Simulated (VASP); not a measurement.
# Re (Fm-3m) in VASP: single point with PBE

Aim: the single point of Re with PBE.

Program: VASP 6.6.1. These are calculated values, not measurements. Logs are shortened: lines on timing, memory, paths and dates and some standing lists are left out, and cuts for length are marked.

**1. The cell of the first run**

The structure is cubic, space group Fm-3m (No. 225). Conventional cell: a = 3.303 Å, b = 3.303 Å, c = 3.303 Å, α = 90.00°, β = 90.00°, γ = 90.00°. Re (site symmetry m-3m) has 12 Re at 2.34 Å within 3.1 Å.

This isn't the form of Re at room conditions, which is hcp.

**2. Single point, PBE**

The input, INCAR:

```
  PREC = Accurate
  ENCUT = 560
  EDIFF = 1E-6
  ISMEAR = -1
  SIGMA = 0.08
  LREAL = F
  LASPH = T
  NELM = 120
  ALGO = Normal
  ISIF = 2
  LWAVE = F
  LCHARG = F
  GGA = PE
  NBANDS = 14
  GGA_COMPAT = F
```

The input, KPOINTS:

```
Automatic mesh
0
Gamma
  20 20 20
```

The input, POSCAR:

```
Re
1.0
    0.0000000000      1.6513767357      1.6513767357
    1.6513767357      0.0000000000      1.6513767357
    1.6513767357      1.6513767357      0.0000000000
Re
1
Direct
    0.0000000000      0.0000000000      0.0000000000
```

Potentials or basis: VASP PAW PBE potentials, release 64 (Re_sv_GW).

Launch:

```
$ cat potpaw_PBE.64/Re_sv_GW/POTCAR > POTCAR
$ mpirun -np 1 vasp_std > vasp.out
```

OUTCAR:

```text
PREC = Accurate
   ENCUT = 560
   EDIFF = 1E-6
   ISMEAR = -1
   LREAL = F
   LASPH = T
   NELM = 120
   ISIF = 2
   GGA = PE

 ion  position               nearest neighbor table
   1  0.000  0.000  0.000-

  LATTYP: Found a face centered cubic cell.
 ALAT       =     3.3027534714

  Lattice vectors:

 A1 = (   0.0000000000,   1.6513767357,   1.6513767357)
 A2 = (   1.6513767357,   0.0000000000,   1.6513767357)
 A3 = (   1.6513767357,   1.6513767357,   0.0000000000)

Analysis of symmetry for initial positions (statically):
=====================================================================
 Subroutine PRICEL returns:
 Original cell was already a primitive cell.

 Routine SETGRP: Setting up the symmetry group for a
 face centered cubic supercell.

 Subroutine GETGRP returns: Found 48 space group operations
 (whereof 48 operations were pure point group operations)
 out of a pool of 48 trial point group operations.

The static configuration has the point symmetry O_h .

Analysis of symmetry for dynamics (positions and initial velocities):
=====================================================================
 Subroutine PRICEL returns:
 Original cell was already a primitive cell.

 Routine SETGRP: Setting up the symmetry group for a
 face centered cubic supercell.

 Subroutine GETGRP returns: Found 48 space group operations
 (whereof 48 operations were pure point group operations)
 out of a pool of 48 trial point group operations.

The dynamic configuration has the point symmetry O_h .

 Subroutine INISYM returns: Found 48 space group operations
 (whereof 48 operations are pure point group operations),
 and found     1 'primitive' translations

----------------------------------------------------------------------------------------

                                     Primitive cell

  volume of cell :       9.0068

  direct lattice vectors                    reciprocal lattice vectors
     0.000000000  1.651376736  1.651376736    -0.302777670  0.302777670  0.302777670
     1.651376736  0.000000000  1.651376736     0.302777670 -0.302777670  0.302777670
     1.651376736  1.651376736  0.000000000     0.302777670  0.302777670 -0.302777670

  length of vectors
     2.335399376  2.335399376  2.335399376     0.524426307  0.524426307  0.524426307

  position of ions in fractional coordinates (direct lattice)
     0.000000000  0.000000000  0.000000000

  ion indices of the primitive-cell ions
   primitive index   ion index
                 1           1

----------------------------------------------------------------------------------------

 KPOINTS: Automatic mesh

Automatic generation of k-mesh.
 Grid dimensions read from file:
 generate k-points for:   20   20   20

 Generating k-lattice:

  Cartesian coordinates                     Fractional coordinates (reciprocal lattice)
    -0.015138883  0.015138883  0.015138883     0.050000000  0.000000000  0.000000000
     0.015138883 -0.015138883  0.015138883     0.000000000  0.050000000  0.000000000
     0.015138883  0.015138883 -0.015138883     0.000000000  0.000000000  0.050000000

  Length of vectors
     0.026221315  0.026221315  0.026221315

  Shift w.r.t. Gamma in fractional coordinates (k-lattice)
     0.000000000  0.000000000  0.000000000

 Subroutine IBZKPT returns following result:
 ===========================================

 Found    256 irreducible k-points:

 Following reciprocal coordinates:
            Coordinates               Weight
  0.000000  0.000000  0.000000      1.000000
  0.050000  0.000000  0.000000      8.000000
  0.100000  0.000000  0.000000      8.000000
  0.150000  0.000000  0.000000      8.000000
  0.200000  0.000000  0.000000      8.000000
  0.250000  0.000000  0.000000      8.000000
[... 16 lines left out ...]
 -0.400000  0.050000  0.000000     24.000000
 -0.350000  0.050000  0.000000     24.000000
 [... further k-points ...]
   k-points           NKPTS =    256   k-points in BZ     NKDIM =    256   number of bands    NBANDS=     14
   number of dos      NEDOS =    301   number of ions     NIONS =      1
   total plane-waves  NPLWV =   5832
   dimension x,y,z NGX =    18 NGY =   18 NGZ =   18
   dimension x,y,z NGXF=    36 NGYF=   36 NGZF=   36
   ions per type =               1
   NGX,Y,Z   is equivalent  to a cutoff of  12.81, 12.81, 12.81 a.u.
   NGXF,Y,Z  is equivalent  to a cutoff of  25.63, 25.63, 25.63 a.u.
 SYSTEM =  unknown system
   PREC   = accura    normal or accurate (medium, high low for compatibility)
   ISTART =      0    job   : 0-new  1-cont  2-samecut
   ICHARG =      2    charge: 1-file 2-atom 10-const
   ISPIN  =      1    spin polarized calculation?
   LNONCOLLINEAR =      F non collinear calculations
   LSORBIT =      F    spin-orbit coupling
   LASPH  =      T    aspherical Exc in radial PAW
   ENCUT  =  560.0 eV  41.16 Ry    6.42 a.u.   4.51  4.51  4.51*2*pi/ulx,y,z
   NELM   =    120;   NELMIN=  2; NELMDL= -5     # of ELM steps
   EDIFF  = 0.1E-05   stopping-criterion for ELM
   LREAL  =      F    real-space projection
   EDIFFG = 0.1E-04   stopping-criterion for IOM
   NSW    =      0    number of steps for IOM
   IBRION =     -1    ionic relax: 0-MD 1-quasi-New 2-CG
   NFREE  =      0    steps in history (QN), initial steepest desc. (CG)
   ISIF   =      2    stress and relaxation
   ISYM   =      2    0-nonsym 1-usesym 2-fastsym
   POTIM  = 0.5000    time-step for ionic-motion
   TEBEG  =    0.0;   TEEND  =   0.0 temperature during run
   PSTRESS=    0.0 pullay stress
   NELECT =      15.0000    total number of electrons
   NUPDOWN=      -1.0000    fix difference up-down
   EMIN   =  10.00;   EMAX   =-10.00  energy-range for DOS
   EFERMI =   0.00;   METHOD = LEGACY
   ISMEAR =    -1;   SIGMA  =   0.08  broadening in eV -4-tet -1-fermi 0-gaus
   EFERMI_NEDOS =   21; number of points for ismear=-14 and -15
   IALGO  =     38    algorithm
   IMIX   =      4    mixing-type and parameters
     AMIX     =   0.40;   BMIX     =  1.00
     AMIX_MAG =   1.60;   BMIX_MAG =  1.00
  volume/ion in A,a.u.               =       9.01        60.78
  Fermi-wavevector in a.u.,A,eV,Ry     =   1.940509  3.667031 51.233783  3.765577
  Thomas-Fermi vector in A             =   2.970378
   LORBIT       =      0    0 simple, 1 ext, 2 COOP (PROOUT), +10 PAW based schemes
   GGA     = PE    functional components
   LHFCALC =     F    Hartree Fock is set to
   AEXX    =    0.0000 exact exchange contribution
   IVDW    =     0    specifies the selected vdW correction
   LEPSILON=     F    determine dielectric tensor
   LRPA    =     F    only Hartree local field effects (RPA)
 non-spin polarized calculation
  energy-cutoff  :      560.00
  volume of cell :        9.01
 maximum number of plane-waves:       290
 NGX is ok and might be reduce to    18
   NGX =  9   NGY =  9   NGZ =  9

 number of electron      14.9999999 magnetization

 Free energy of the ion-electron system (eV)
  ---------------------------------------------------
  ext. energy  EPLUGINS =         0.00000000
  ---------------------------------------------------
  free energy    TOTEN  =        -7.41860522 eV

  energy without entropy =       -7.40525279  energy(sigma->0) =       -7.41192900

 E-fermi :  23.8249     XC(G=0): -17.4024

 val. band max:       23.8052579783   @ k =   0.4500   0.2500   0.0500
 cond. band min:      23.8283649694   @ k =  -0.2500   0.3000   0.1000
 fundamental gap:      0.0231069911
 Fermi energy:        23.8249499512

 k-point     1 :       0.0000    0.0000    0.0000
  band No.  band energies     occupation
      1     -57.2209      2.00000
      2     -16.5211      2.00000
      3     -16.5211      2.00000
      4     -16.5211      2.00000
      5      10.8083      2.00000
      6      19.6153      2.00000
      7      19.6153      2.00000
      8      19.6153      2.00000
      9      25.9881      0.00000
     10      25.9881      0.00000
     11      35.8539      0.00000
     12      44.4931      0.00000
     13      44.4931      0.00000
     14      44.4931      0.00000

 k-point     2 :       0.0500    0.0000    0.0000
  band No.  band energies     occupation
      1     -57.1996      2.00000
      2     -16.6830      2.00000
      3     -16.5388      2.00000
      4     -16.5388      2.00000
      5      11.0431      2.00000
      6      19.4582      2.00000
      7      19.7206      2.00000
      8      19.7206      2.00000
      9      25.8562      0.00000
     10      25.8562      0.00000
     11      36.2788      0.00000
     12      43.7464      0.00000
     13      44.8971      0.00000
     14      44.8971      0.00000

 k-point     3 :       0.1000    0.0000    0.0000
  band No.  band energies     occupation
      1     -57.1382      2.00000
      2     -17.1424      2.00000
      3     -16.5900      2.00000
      4     -16.5900      2.00000
      5      11.6877      2.00000
      6      19.0869      2.00000
      7      20.0030      2.00000
      8      20.0030      2.00000
      9      25.5391      0.00000
     10      25.5391      0.00000
     11      37.4190      0.00000
     12      42.3422      0.00000
     13      46.0570      0.00000
     14      46.0570      0.00000
[... 324 lines left out ...]
 k-point    23 :      -0.4000    0.0500    0.0000
  band No.  band energies     occupation
      1     -56.3658      2.00000
      2     -21.6182      2.00000
      3     -17.3100      2.00000
      4     -17.1429      2.00000
      5      12.8374      2.00000
      6      19.0996      2.00000
      7      19.3915      2.00000
      8      24.9609      0.00000
      9      29.4779      0.00000
     10      31.2847      0.00000
     11      36.2016      0.00000
     12      45.1210      0.00000
     13      49.6311      0.00000
     14      50.6500      0.00000

 k-point    24 :      -0.3500    0.0500    0.0000
  band No.  band energies     occupation
      1     -56.4589      2.00000
      2     -21.1573      2.00000
      3     -17.2642      2.00000
      4     -17.0586      2.00000
      5      13.1103      2.00000
      6      19.4472      2.00000
      7      19.6694      2.00000
      8      23.3964      1.99062
      9      27.9955      0.00000
     10      30.1595      0.00000
     11      36.1431      0.00000
     12      47.5191      0.00000
     13      51.3656      0.00000
     14      53.2609      0.00000

 [... further k-points ...]

------------------------ aborting loop because EDIFF is reached ----------------------------------------

  FORCE on cell =-STRESS in cart. coord.  units (eV):
  Direction    XX          YY          ZZ          XY          YZ          ZX
  --------------------------------------------------------------------------------------
  -------------------------------------------------------------------------------------
  Total       30.5248482     30.5248482     30.5248482      0.0000000      0.0000000      0.0000000
  in kB     5429.9472899   5429.9472899   5429.9472899      0.0000000      0.0000000      0.0000000
  external PRESSURE =    5429.9472899 kB  Pullay stress =       0.0000000 kB

 VOLUME and BASIS-vectors are now :
 -----------------------------------------------------------------------------
  energy-cutoff  :      560.00
  volume of cell :        9.01
      direct lattice vectors                 reciprocal lattice vectors
     0.000000000  1.651376736  1.651376736    -0.302777670  0.302777670  0.302777670
     1.651376736  0.000000000  1.651376736     0.302777670 -0.302777670  0.302777670
     1.651376736  1.651376736  0.000000000     0.302777670  0.302777670 -0.302777670

 POSITION                                       TOTAL-FORCE (eV/Angst)
 -----------------------------------------------------------------------------------
      0.00000      0.00000      0.00000         0.000000      0.000000     -0.000000
 -----------------------------------------------------------------------------------
    total drift:                               -0.000000     -0.000000      0.000000

  FREE ENERGIE OF THE ION-ELECTRON SYSTEM (eV)
  ---------------------------------------------------
  free  energy   TOTEN  =        -7.4186052171 eV

  energy  without entropy=       -7.4052527872  energy(sigma->0) =       -7.41192900
```

Wall time 26 s (1 thread of AMD EPYC 7R13 (Zen 3), shared host); peak memory 0.12 GiB.

What came out:

```yaml
Free_energy: -7.4186 eV
Pressure: 543.0 GPa
Band_gap_on_the_k_mesh: zero (an odd number of electrons rules out a gap without spin polarisation)
```

Caveat: the cell stands under pressure; spin-orbit coupling is left out, which moves the levels of the heavy elements.

The gap in the log of VASP goes by the Fermi energy; the results here count the filled bands.